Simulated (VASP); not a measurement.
A run of VASP 6.6.1:

The input POSCAR:

```
Hg
1.0
    5.4278387356      0.0000000000      0.0000000000
   -2.7139193678      4.7006462327      0.0000000000
    0.0000000000      0.0000000000      3.1744201647
Hg
3
Direct
    1.0000000000      1.0000000000      0.0000000000
    0.3333333333      0.6666666667      0.5000000000
    0.6666666667      0.3333333333      0.5000000000
```

File INCAR.step1:

```
SYSTEM = Hg
PREC = Accurate ; ENCUT = 520
ISMEAR = -1 ; SIGMA = 0.1
LREAL = .False. ; LASPH = .True.
NELM = 100 ; NBANDS = 25
GGA = PE ; ALGO = Normal
EDIFF = 1E-4 ; LWAVE = .True.
LCHARG = .False.
```

Contents of INCAR.step2:

```
SYSTEM = Hg
PREC = Accurate ; ENCUT = 520
EDIFF = 1E-7 ; ISMEAR = -1
SIGMA = 0.1 ; LREAL = .False.
LASPH = .True. ; NELM = 100
ALGO = Normal ; ISIF = 2
LWAVE = .False. ; LCHARG = .False.
METAGGA = R2SCAN ; LMIXTAU = .True.
NBANDS = 25 ; ISTART = 1
```

The input KPOINTS:

```
regular mesh
0
Gamma
  7 7 10
  0 0 0
```

Potentials or basis: VASP PAW PBE potentials, release 64 (Hg).

Run with:

```sh
$ cat potpaw_PBE.64/Hg/POTCAR > POTCAR
$ cp INCAR.step1 INCAR
$ mpirun -np 1 vasp_std > vasp.out
$ cp INCAR.step2 INCAR
$ mpirun -np 1 vasp_std > vasp.out
```

Hardware: 1 thread of Oxide Virtual Turin-like Processor, on a shared host.

Question: How long does it take, and how much memory?

Answer: It took 7.2 min on 1 thread of Oxide Virtual Turin-like Processor, with other jobs on the host, peak memory 0.21 GiB. Counts: k points 48.
